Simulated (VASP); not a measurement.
# Pt (P6_3/mmc) in VASP: a series of runs, part 3 of 3

VASP 6.6.1. The steps go on from the part before.

## (5) Single point, r2SCAN, collinear spin (15.41 Å³/atom)

This run uses another cell than the first one, of 15.41 Å³/atom.

POSCAR reads:

```
Pt
1.0
    2.7333343951      0.0000000000      0.0000000000
   -1.3666671976      2.3671370232      0.0000000000
    0.0000000000      0.0000000000      4.7634219175
Pt
2
Direct
    0.3333333333      0.6666666667      0.2500000000
    0.6666666667      0.3333333333      0.7500000000
```

INCAR.step1 reads:

```
PREC = Accurate
ENCUT = 520
ISMEAR = -1
SIGMA = 0.05
LREAL = False
LASPH = True
NELM = 150
ISPIN = 2
MAGMOM = 1 1
LMAXMIX = 4
NBANDS = 21
GGA = PE
ALGO = Normal
EDIFF = 1E-4
LWAVE = True
LCHARG = False
```

INCAR.step2 reads:

```
PREC = Accurate
ENCUT = 520
EDIFF = 1E-7
ISMEAR = -1
SIGMA = 0.05
LREAL = False
LASPH = True
NELM = 150
ALGO = Normal
ISIF = 2
LWAVE = False
LCHARG = False
ISPIN = 2
MAGMOM = 1 1
LORBIT = 11
LMAXMIX = 4
METAGGA = R2SCAN
LMIXTAU = True
NBANDS = 21
ISTART = 1
```

KPOINTS reads:

```
Automatic mesh
0
Gamma
  15 15 8
```

Potentials or basis: VASP PAW PBE potentials, release 64 (Pt).

Run with:

```console
$ cat potpaw_PBE.64/Pt/POTCAR > POTCAR
$ cp INCAR.step1 INCAR
$ mpirun -np 1 vasp_std > vasp.out
$ cp INCAR.step2 INCAR
$ mpirun -np 1 vasp_std > vasp.out
```

OUTCAR:

```text
PREC = Accurate
   ENCUT = 520
   EDIFF = 1E-7
   ISMEAR = -1
   LREAL = False
   LASPH = True
   NELM = 150
   ISIF = 2
   ISPIN = 2
   LORBIT = 11
   METAGGA = R2SCAN
   ISTART = 1

 ion  position               nearest neighbor table
   1  0.333  0.667  0.250-   2 2.86   2 2.86   2 2.86   2 2.86   2 2.86   2 2.86
   2  0.667  0.333  0.750-   1 2.86   1 2.86   1 2.86   1 2.86   1 2.86   1 2.86

  LATTYP: Found a hexagonal cell.
 ALAT       =     2.7333343951
 C/A-ratio  =     1.7427146587

  Lattice vectors:

 A1 = (   2.7333343951,   0.0000000000,   0.0000000000)
 A2 = (  -1.3666671976,   2.3671370232,   0.0000000000)
 A3 = (   0.0000000000,   0.0000000000,   4.7634219175)

Analysis of symmetry for initial positions (statically):
=====================================================================
 Subroutine PRICEL returns:
 Original cell was already a primitive cell.

 Routine SETGRP: Setting up the symmetry group for a
 hexagonal supercell.

 Subroutine GETGRP returns: Found 24 space group operations
 (whereof 12 operations were pure point group operations)
 out of a pool of 24 trial point group operations.

The static configuration has the point symmetry D_3d.
 The point group associated with its full space group is D_6h.

Analysis of symmetry for dynamics (positions and initial velocities):
=====================================================================
 Subroutine PRICEL returns:
 Original cell was already a primitive cell.

 Routine SETGRP: Setting up the symmetry group for a
 hexagonal supercell.

 Subroutine GETGRP returns: Found 24 space group operations
 (whereof 12 operations were pure point group operations)
 out of a pool of 24 trial point group operations.

The dynamic configuration has the point symmetry D_3d.
 The point group associated with its full space group is D_6h.

Analysis of structural, dynamic, and magnetic symmetry:
[... 144 lines left out ...]
  energy-cutoff  :      520.00
  volume of cell :       30.82
 maximum number of plane-waves:       846
   NGX = 11   NGY = 11   NGZ = 17

 number of electron      20.0000000 magnetization       0.0004302

 Free energy of the ion-electron system (eV)
  ---------------------------------------------------
  ext. energy  EPLUGINS =         0.00000000
  ---------------------------------------------------
  free energy    TOTEN  =      -102.89244264 eV

  energy without entropy =     -102.86554082  energy(sigma->0) =     -102.87899173

 E-fermi :  10.5708     XC(G=0): -14.4701

 val. band max:       10.5591578159   @ k =   0.2667   0.0667   0.5000
 cond. band min:      10.5725715603   @ k =   0.3333   0.1333   0.0000
 fundamental gap:      0.0134137444
 Fermi energy:        10.5708129137

 spin component 1

 k-point     1 :       0.0000    0.0000    0.0000
  band No.  band energies     occupation
      1       0.3591      1.00000
      2       3.0278      1.00000
      3       6.3358      1.00000
      4       6.8952      1.00000
      5       6.8952      1.00000
      6       7.2775      1.00000
[... 565 lines left out ...]
     20      35.2886      0.00000
     21      36.8359      0.00000

 [... further k-points ...]

 spin component 2

 k-point     1 :       0.0000    0.0000    0.0000
  band No.  band energies     occupation
      1       0.3591      1.00000
      2       3.0279      1.00000
      3       6.3360      1.00000
      4       6.8954      1.00000
      5       6.8954      1.00000
      6       7.2777      1.00000
[... 565 lines left out ...]
     20      35.2887      0.00000
     21      36.8359      0.00000

 [... further k-points ...]
[... 5 lines left out ...]
  --------------------------------------------------------------------------------------
  -------------------------------------------------------------------------------------
  Total        0.1761912      0.1761912      0.0972432     -0.0000000     -0.0000000     -0.0000000
  in kB        9.1592448      9.1592448      5.0551549     -0.0000000     -0.0000000     -0.0000000
  external PRESSURE =       7.7912148 kB  Pullay stress =       0.0000000 kB

 VOLUME and BASIS-vectors are now :
 -----------------------------------------------------------------------------
  energy-cutoff  :      520.00
  volume of cell :       30.82
      direct lattice vectors                 reciprocal lattice vectors
     2.733334395  0.000000000  0.000000000     0.365853516  0.211225626  0.000000000
    -1.366667198  2.367137023  0.000000000     0.000000000  0.422451252  0.000000000
     0.000000000  0.000000000  4.763421917     0.000000000  0.000000000  0.209933115

 POSITION                                       TOTAL-FORCE (eV/Angst)
 -----------------------------------------------------------------------------------
     -0.00000      1.57809      1.19086        -0.000000      0.000000      0.000000
      1.36667      0.78905      3.57257         0.000000     -0.000000      0.000000
 -----------------------------------------------------------------------------------
    total drift:                                0.000000     -0.000000      0.000000

  FREE ENERGIE OF THE ION-ELECTRON SYSTEM (eV)
  ---------------------------------------------------
  free  energy   TOTEN  =      -102.8924426396 eV

  energy  without entropy=     -102.8655408176  energy(sigma->0) =     -102.87899173

 total charge

# of ion       s       p       d       tot
------------------------------------------
    1        0.630   0.575   8.051   9.256
    2        0.630   0.575   8.051   9.256
--------------------------------------------------
tot          1.260   1.150  16.103  18.512

 magnetization (x)

# of ion       s       p       d       tot
------------------------------------------
    1        0.000  -0.000   0.000   0.000
    2        0.000  -0.000   0.000   0.000
--------------------------------------------------
tot          0.000  -0.000   0.000   0.000
```

OUTCAR.step1:

```text
PREC = Accurate
   ENCUT = 520
   ISMEAR = -1
   LREAL = False
   LASPH = True
[... 1399 lines left out ...]
     -0.00000      1.57809      1.19086        -0.000000      0.000000      0.000000
      1.36667      0.78905      3.57257         0.000000     -0.000000      0.000000
 -----------------------------------------------------------------------------------
    total drift:                                0.000000     -0.000000      0.000000

  FREE ENERGIE OF THE ION-ELECTRON SYSTEM (eV)
  ---------------------------------------------------
  free  energy   TOTEN  =       -12.0840979027 eV

  energy  without entropy=      -12.0536821999  energy(sigma->0) =      -12.06889005
```

Run time: 5.7 min. Hardware: 1 thread of Intel Xeon Platinum 8488C (Sapphire Rapids), shared host; peak memory 0.25 GiB.

Results:

| Item | Value |
| --- | --- |
| Free energy | -102.8924 eV |
| Pressure | 0.8 GPa |
| Band gap on the k mesh | zero (filled and empty bands overlap) |
| Net moment | 0.00 μB per cell |
| Valence electrons inside the program's atomic spheres | Pt 9.26 |

Caveat: the PAW data sets were made with another functional, which shifts forces and pressure a little; spin-orbit coupling is left out, which moves the levels of the heavy elements.

## (6) Single point, r2SCAN, collinear spin (16.03 Å³/atom)

This run uses another cell than the first one, of 16.03 Å³/atom.

POSCAR reads:

```
Pt
1.0
    2.7693034462      0.0000000000      0.0000000000
   -1.3846517231      2.3982871352      0.0000000000
    0.0000000000      0.0000000000      4.8261057101
Pt
2
Direct
    0.3333333333      0.6666666667      0.2500000000
    0.6666666667      0.3333333333      0.7500000000
```

INCAR.step1 reads:

```
SYSTEM = Pt
PREC = Accurate
ENCUT = 520
ISMEAR = -1
SIGMA = 0.05
LREAL = .False.
LASPH = .True.
NELM = 150
ISPIN = 2
MAGMOM = 1 1
LMAXMIX = 4
NBANDS = 21
GGA = PE
ALGO = Normal
EDIFF = 1E-4
LWAVE = .True.
LCHARG = .False.
```

INCAR.step2 reads:

```
SYSTEM = Pt
PREC = Accurate
ENCUT = 520
EDIFF = 1E-6
ISMEAR = -1
SIGMA = 0.05
LREAL = .False.
LASPH = .True.
NELM = 150
ALGO = Normal
ISIF = 2
LWAVE = .False.
LCHARG = .True.
ISPIN = 2
MAGMOM = 1 1
LORBIT = 11
LMAXMIX = 4
METAGGA = R2SCAN
LMIXTAU = .True.
LELF = .True.
LVHAR = .True.
NBANDS = 21
ISTART = 1
```

KPOINTS reads:

```
Automatic mesh
0
Gamma
  15 15 8
  0 0 0
```

Potentials or basis: VASP PAW PBE potentials, release 64 (Pt).

Run with:

```console
$ cat potpaw_PBE.64/Pt/POTCAR > POTCAR
$ cp INCAR.step1 INCAR
$ mpirun -np 1 vasp_std > vasp.out
$ cp INCAR.step2 INCAR
$ mpirun -np 1 vasp_std > vasp.out
```

Run time: 4.8 min. Hardware: 1 thread of Intel Xeon Platinum 8488C (Sapphire Rapids), shared host; peak memory 0.27 GiB.

Results (log left out):

```yaml
Free_energy: -102.8605 eV
Pressure: -8.8 GPa
Band_gap_on_the_k_mesh: zero (filled and empty bands overlap)
Net_moment: 0.02 μB per cell
Valence_electrons_inside_the_program's_atomic_spheres: Pt 9.16
```

Stress tensor (GPa, compression positive):
```
-9.16  0.00  0.00
 0.00 -9.16  0.00
 0.00  0.00 -8.10
```

Levels at points of the mesh, in eV from the Fermi level:
Spin up:
| k point | band 7 | band 8 | band 9 | band 10 | band 11 | band 12 | band 13 | band 14 |
| --- | --- | --- | --- | --- | --- | --- | --- | --- |
| (0.00, 0.00, 0.00) | -3.10 | -1.83 | -1.83 | -0.47 | -0.27 | -0.27 | 4.79 | 16.13 |
| (0.00, 0.00, 0.50) | -3.45 | -3.45 | -0.84 | -0.84 | -0.84 | -0.84 | 12.36 | 12.36 |
Spin down:
```tsv
k point	band 7	band 8	band 9	band 10	band 11	band 12	band 13	band 14
(0.00, 0.00, 0.00)	-3.09	-1.83	-1.83	-0.48	-0.26	-0.26	4.80	16.13
(0.00, 0.00, 0.50)	-3.44	-3.44	-0.83	-0.83	-0.83	-0.83	12.37	12.37
```

Caveat: the cell stands under tension; the PAW data sets were made with another functional, which shifts forces and pressure a little; spin-orbit coupling is left out, which moves the levels of the heavy elements.

## (7) The runs side by side

| cell | gap on the mesh (eV) | pressure (GPa) | moment (μB) |
| --- | --- | --- | --- |
| a = 2.804, b = 2.804, c = 4.887 Å, angles 90.0, 90.0, 120.0°, 2 atoms | none | -16.2 | 0.00 |
| a = 2.839, b = 2.839, c = 4.947 Å, angles 90.0, 90.0, 120.0°, 2 atoms | none | -21.8 | 0.01 |
| a = 2.696, b = 2.696, c = 4.699 Å, angles 90.0, 90.0, 120.0°, 2 atoms | none | 13.2 | 0.00 |
| a = 2.733, b = 2.733, c = 4.763 Å, angles 90.0, 90.0, 120.0°, 2 atoms | none | 0.8 | 0.00 |
| a = 2.769, b = 2.769, c = 4.826 Å, angles 90.0, 90.0, 120.0°, 2 atoms | none | -8.8 | 0.02 |

Alike in all rows: task single point; level r2SCAN; potentials or basis VASP PAW PBE potentials, release 64 (Pt); spin collinear; k mesh 15 × 15 × 8; cutoff (eV) 520; smearing fermi-dirac 0.05 eV.

Caveats: the PAW data sets were made with another functional, which shifts forces and pressure a little; spin-orbit coupling is left out, which moves the levels of the heavy elements; the cell stands under tension (at least some runs); the cell stands under pressure (at least some runs).

Total energies depend on the potentials used, so only differences within one code and one set of settings carry meaning.
